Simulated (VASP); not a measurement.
# Sb (R-3m) in VASP: single point with PBEsol

Aim: the single point of Sb with PBEsol.

Everything below comes from runs of VASP 6.6.1. Logs are shortened: lines on timing, memory, paths and dates and some standing lists are left out, and cuts for length are marked.

## Step 1: The cell of the first run

The structure is trigonal, space group R-3m (No. 166). The conventional cell has a = 4.319 Å, b = 4.319 Å, c = 11.057 Å, α = 90.00°, β = 90.00°, γ = 120.00°. Within 3.9 Å of Sb (site symmetry 3m) lie 6 Sb at 2.93 to 3.29 Å.

## Step 2: Single point, PBEsol

INCAR reads:

```
ALGO = Normal
EDIFF = 1E-6
ENCUT = 500
GGA = PS
GGA_COMPAT = F
ISIF = 2
ISMEAR = -1
LASPH = T
LCHARG = F
LREAL = F
LWAVE = F
NBANDS = 12
NELM = 120
PREC = Accurate
SIGMA = 0.1
```

KPOINTS reads:

```
k-points
0
Gamma
  12 12 12
```

POSCAR reads:

```
Sb
1.0
    2.1594751175      1.2467735404      3.6855498589
   -2.1594751175      1.2467735404      3.6855498589
    0.0000000000     -2.4935470808      3.6855498589
Sb
2
Direct
    0.2360363798      0.2360363798      0.2360363798
    0.7639636202      0.7639636202      0.7639636202
```

Potentials or basis: VASP PAW PBE potentials, release 64 (Sb).

Launch:

```console
> cat potpaw_PBE.64/Sb/POTCAR > POTCAR
> mpirun -np 1 vasp_std > vasp.out
```

OUTCAR:

```text
EDIFF = 1E-6
   ENCUT = 500
   GGA = PS
   ISIF = 2
   ISMEAR = -1
   LASPH = T
   LREAL = F
   NELM = 120
   PREC = Accurate

 ion  position               nearest neighbor table
   1  0.236  0.236  0.236-   2 2.93   2 2.93   2 2.93   2 3.29   2 3.29   2 3.29
   2  0.764  0.764  0.764-   1 2.93   1 2.93   1 2.93   1 3.29   1 3.29   1 3.29

  LATTYP: Found a trigonal (rhomboedric) cell.
 ALAT       =     4.4498376158
 COS(alpha) =     0.5289813771

  Lattice vectors:

 A1 = (   2.1594751175,   1.2467735404,   3.6855498589)
 A2 = (  -2.1594751175,   1.2467735404,   3.6855498589)
 A3 = (   0.0000000000,  -2.4935470808,   3.6855498589)

Analysis of symmetry for initial positions (statically):
=====================================================================
 Subroutine PRICEL returns:
 Original cell was already a primitive cell.

 Routine SETGRP: Setting up the symmetry group for a
 trigonal (rhombohedral) supercell.

 Subroutine GETGRP returns: Found 12 space group operations
 (whereof 12 operations were pure point group operations)
 out of a pool of 12 trial point group operations.

The static configuration has the point symmetry D_3d.

Analysis of symmetry for dynamics (positions and initial velocities):
=====================================================================
 Subroutine PRICEL returns:
 Original cell was already a primitive cell.

 Routine SETGRP: Setting up the symmetry group for a
 trigonal (rhombohedral) supercell.

 Subroutine GETGRP returns: Found 12 space group operations
 (whereof 12 operations were pure point group operations)
 out of a pool of 12 trial point group operations.

The dynamic configuration has the point symmetry D_3d.

 Subroutine INISYM returns: Found 12 space group operations
 (whereof 12 operations are pure point group operations),
 and found     1 'primitive' translations

----------------------------------------------------------------------------------------

                                     Primitive cell

  volume of cell :      59.5373

  direct lattice vectors                    reciprocal lattice vectors
     2.159475117  1.246773540  3.685549859     0.231537745  0.133678380  0.090443311
    -2.159475117  1.246773540  3.685549859    -0.231537745  0.133678380  0.090443311
     0.000000000 -2.493547081  3.685549859     0.000000000 -0.267356759  0.090443311

  length of vectors
     4.449837616  4.449837616  4.449837616     0.282240375  0.282240375  0.282240375

  position of ions in fractional coordinates (direct lattice)
     0.236036380  0.236036380  0.236036380
     0.763963620  0.763963620  0.763963620

  ion indices of the primitive-cell ions
   primitive index   ion index
                 1           1
                 2           2

----------------------------------------------------------------------------------------

 KPOINTS: k-points

Automatic generation of k-mesh.
 Grid dimensions read from file:
 generate k-points for:   12   12   12

 Generating k-lattice:

  Cartesian coordinates                     Fractional coordinates (reciprocal lattice)
     0.019294812  0.011139865  0.007536943     0.083333333  0.000000000  0.000000000
    -0.019294812  0.011139865  0.007536943     0.000000000  0.083333333  0.000000000
     0.000000000 -0.022279730  0.007536943     0.000000000  0.000000000  0.083333333

  Length of vectors
     0.023520031  0.023520031  0.023520031

  Shift w.r.t. Gamma in fractional coordinates (k-lattice)
     0.000000000  0.000000000  0.000000000

 Subroutine IBZKPT returns following result:
 ===========================================

 Found    189 irreducible k-points:

 Following reciprocal coordinates:
            Coordinates               Weight
  0.000000  0.000000  0.000000      1.000000
  0.083333 -0.000000  0.000000      6.000000
  0.166667  0.000000  0.000000      6.000000
  0.250000  0.000000  0.000000      6.000000
  0.333333  0.000000  0.000000      6.000000
  0.416667  0.000000  0.000000      6.000000
[... 16 lines left out ...]
  0.500000  0.166667  0.000000     12.000000
 -0.416667  0.166667 -0.000000     12.000000
 [... further k-points ...]
   k-points           NKPTS =    189   k-points in BZ     NKDIM =    189   number of bands    NBANDS=     12
   number of dos      NEDOS =    301   number of ions     NIONS =      2
   total plane-waves  NPLWV =  32768
   dimension x,y,z NGX =    32 NGY =   32 NGZ =   32
   dimension x,y,z NGXF=    64 NGYF=   64 NGZF=   64
   ions per type =               2
   NGX,Y,Z   is equivalent  to a cutoff of  11.96, 11.96, 11.96 a.u.
   NGXF,Y,Z  is equivalent  to a cutoff of  23.91, 23.91, 23.91 a.u.
 SYSTEM =  unknown system
   PREC   = accura    normal or accurate (medium, high low for compatibility)
   ISTART =      0    job   : 0-new  1-cont  2-samecut
   ICHARG =      2    charge: 1-file 2-atom 10-const
   ISPIN  =      1    spin polarized calculation?
   LNONCOLLINEAR =      F non collinear calculations
   LSORBIT =      F    spin-orbit coupling
   LASPH  =      T    aspherical Exc in radial PAW
   ENCUT  =  500.0 eV  36.75 Ry    6.06 a.u.   8.11  8.11  8.11*2*pi/ulx,y,z
   NELM   =    120;   NELMIN=  2; NELMDL= -5     # of ELM steps
   EDIFF  = 0.1E-05   stopping-criterion for ELM
   LREAL  =      F    real-space projection
   EDIFFG = 0.1E-04   stopping-criterion for IOM
   NSW    =      0    number of steps for IOM
   IBRION =     -1    ionic relax: 0-MD 1-quasi-New 2-CG
   NFREE  =      0    steps in history (QN), initial steepest desc. (CG)
   ISIF   =      2    stress and relaxation
   ISYM   =      2    0-nonsym 1-usesym 2-fastsym
   POTIM  = 0.5000    time-step for ionic-motion
   TEBEG  =    0.0;   TEEND  =   0.0 temperature during run
   PSTRESS=    0.0 pullay stress
   NELECT =      10.0000    total number of electrons
   NUPDOWN=      -1.0000    fix difference up-down
   EMIN   =  10.00;   EMAX   =-10.00  energy-range for DOS
   EFERMI =   0.00;   METHOD = LEGACY
   ISMEAR =    -1;   SIGMA  =   0.10  broadening in eV -4-tet -1-fermi 0-gaus
   EFERMI_NEDOS =   21; number of points for ismear=-14 and -15
   IALGO  =     38    algorithm
   IMIX   =      4    mixing-type and parameters
     AMIX     =   0.40;   BMIX     =  1.00
     AMIX_MAG =   1.60;   BMIX_MAG =  1.00
  volume/ion in A,a.u.               =      29.77       200.89
  Fermi-wavevector in a.u.,A,eV,Ry     =   0.903258  1.706910 11.100649  0.815875
  Thomas-Fermi vector in A             =   2.026561
   LORBIT       =      0    0 simple, 1 ext, 2 COOP (PROOUT), +10 PAW based schemes
   GGA     = PS    functional components
   LHFCALC =     F    Hartree Fock is set to
   AEXX    =    0.0000 exact exchange contribution
   IVDW    =     0    specifies the selected vdW correction
   LEPSILON=     F    determine dielectric tensor
   LRPA    =     F    only Hartree local field effects (RPA)
 non-spin polarized calculation
  energy-cutoff  :      500.00
  volume of cell :       59.54
 maximum number of plane-waves:      1526
   NGX = 17   NGY = 17   NGZ = 17

 number of electron      10.0000000 magnetization

 number of electron       9.9999999 magnetization

 Free energy of the ion-electron system (eV)
  ---------------------------------------------------
  ext. energy  EPLUGINS =         0.00000000
  ---------------------------------------------------
  free energy    TOTEN  =        -9.12177613 eV

  energy without entropy =       -9.10968061  energy(sigma->0) =       -9.11572837

 E-fermi :   7.2090     XC(G=0):  -9.7360

 val. band max:        7.1309433589   @ k =   0.2500   0.2500   0.1667
 cond. band min:       7.2344121134   @ k =  -0.4167   0.5000   0.4167
 fundamental gap:      0.1034687545
 Fermi energy:         7.2090381791

 k-point     1 :       0.0000    0.0000    0.0000
  band No.  band energies     occupation
      1      -5.4888      2.00000
      2       2.5706      2.00000
      3       5.2959      2.00000
      4       5.4649      2.00000
      5       5.4649      2.00000
      6       9.6000      0.00000
      7      10.0947      0.00000
      8      10.0947      0.00000
      9      12.2115      0.00000
     10      12.2115      0.00000
     11      12.3565      0.00000
     12      13.7691      0.00000

 k-point     2 :       0.0833   -0.0000    0.0000
  band No.  band energies     occupation
      1      -5.4115      2.00000
      2       2.1910      2.00000
      3       5.3212      2.00000
      4       5.4554      2.00000
      5       5.6442      2.00000
      6       9.5114      0.00000
      7       9.8671      0.00000
      8       9.8689      0.00000
      9      11.9103      0.00000
     10      12.2337      0.00000
     11      12.2450      0.00000
     12      14.3504      0.00000

 k-point     3 :       0.1667    0.0000    0.0000
  band No.  band energies     occupation
      1      -5.1805      2.00000
      2       1.3221      2.00000
      3       5.3432      2.00000
      4       5.4372      2.00000
      5       6.0008      1.99999
      6       9.1444      0.00000
      7       9.3101      0.00000
      8       9.3258      0.00000
      9      11.7670      0.00000
     10      12.3287      0.00000
     11      12.5638      0.00000
     12      15.5437      0.00000

 k-point     4 :       0.2500    0.0000    0.0000
  band No.  band energies     occupation
      1      -4.7985      2.00000
      2       0.2810      2.00000
      3       5.3934      2.00000
      4       5.4319      2.00000
      5       6.2968      1.99978
      6       8.5497      0.00000
      7       8.6650      0.00000
      8       8.6791      0.00000
      9      12.1777      0.00000
     10      12.8544      0.00000
     11      13.2264      0.00000
     12      17.0361      0.00000

 k-point     5 :       0.3333    0.0000    0.0000
  band No.  band energies     occupation
      1      -4.2718      2.00000
      2      -0.7800      2.00000
      3       5.4536      2.00000
      4       5.4906      2.00000
      5       6.5227      1.99791
      6       7.9211      0.00162
      7       8.0947      0.00028
      8       8.0993      0.00027
      9      12.9955      0.00000
     10      13.7526      0.00000
     11      14.1577      0.00000
     12      18.0071      0.00000
[... 228 lines left out ...]
      1      -4.4111      2.00000
      2      -0.0884      2.00000
      3       4.2228      2.00000
      4       4.6023      2.00000
      5       5.5418      2.00000
      6       9.0444      0.00000
      7       9.7742      0.00000
      8      10.1294      0.00000
      9      11.0759      0.00000
     10      14.4639      0.00000
     11      14.8199      0.00000
     12      16.3166      0.00000

 k-point    22 :       0.4167    0.1667    0.0000
  band No.  band energies     occupation
      1      -3.8623      2.00000
      2      -1.0070      2.00000
      3       4.0411      2.00000
      4       4.6079      2.00000
      5       5.2653      2.00000
      6       9.2225      0.00000
      7       9.3740      0.00000
      8       9.8604      0.00000
      9      11.6683      0.00000
     10      15.2980      0.00000
     11      15.9475      0.00000
     12      16.6827      0.00000

 k-point    23 :       0.5000    0.1667    0.0000
  band No.  band energies     occupation
      1      -3.2081      2.00000
      2      -1.8963      2.00000
      3       3.7748      2.00000
      4       4.7761      2.00000
      5       5.3173      2.00000
      6       8.7310      0.00000
      7       8.9982      0.00000
      8      10.0777      0.00000
      9      12.7415      0.00000
     10      15.3358      0.00000
     11      16.2401      0.00000
     12      16.4177      0.00000

 k-point    24 :      -0.4167    0.1667   -0.0000
  band No.  band energies     occupation
      1      -2.9222      2.00000
      2      -2.2418      2.00000
      3       3.5652      2.00000
      4       5.1151      2.00000
      5       5.5670      2.00000
      6       8.2037      0.00010
      7       8.6169      0.00000
      8      10.4169      0.00000
      9      13.8650      0.00000
     10      14.2734      0.00000
     11      14.9277      0.00000
     12      17.5369      0.00000

 [... further k-points ...]
[... 5 lines left out ...]
  --------------------------------------------------------------------------------------
  -------------------------------------------------------------------------------------
  Total        0.0723624      0.0723624      0.0500071      0.0000000      0.0000000      0.0000000
  in kB        1.9473058      1.9473058      1.3457154      0.0000000      0.0000000      0.0000000
  external PRESSURE =       1.7467756 kB  Pullay stress =       0.0000000 kB

 VOLUME and BASIS-vectors are now :
 -----------------------------------------------------------------------------
  energy-cutoff  :      500.00
  volume of cell :       59.54
      direct lattice vectors                 reciprocal lattice vectors
     2.159475117  1.246773540  3.685549859     0.231537745  0.133678380  0.090443311
    -2.159475117  1.246773540  3.685549859    -0.231537745  0.133678380  0.090443311
     0.000000000 -2.493547081  3.685549859     0.000000000 -0.267356759  0.090443311

 POSITION                                       TOTAL-FORCE (eV/Angst)
 -----------------------------------------------------------------------------------
      0.00000      0.00000      2.60977         0.000000      0.000000      0.047205
      0.00000      0.00000      8.44688         0.000000     -0.000000     -0.047205
 -----------------------------------------------------------------------------------
    total drift:                               -0.000000     -0.000000      0.000000

  FREE ENERGIE OF THE ION-ELECTRON SYSTEM (eV)
  ---------------------------------------------------
  free  energy   TOTEN  =        -9.1217761253 eV

  energy  without entropy=       -9.1096806118  energy(sigma->0) =       -9.11572837
```

Wall time 53 s (1 thread of Intel Xeon Platinum 8259CL at 2.50GHz (Skylake/Cascade Lake), shared host); peak memory 0.25 GiB.

Results:

* Free energy: -9.1218 eV
* Pressure: 0.2 GPa
* Largest force: 0.047 eV/Å
* Band gap on the k mesh: zero (band 5 reaches 7.35 eV, above the bottom of band 6 at 7.08 eV)

Forces in eV/Å, atoms in the order of the input:
```
Sb   0.000  0.000  0.047
Sb   0.000  0.000 -0.047
```

Caveat: the PAW data sets were made with another functional, which shifts forces and pressure a little; spin-orbit coupling is left out, which moves the levels of the heavy elements.
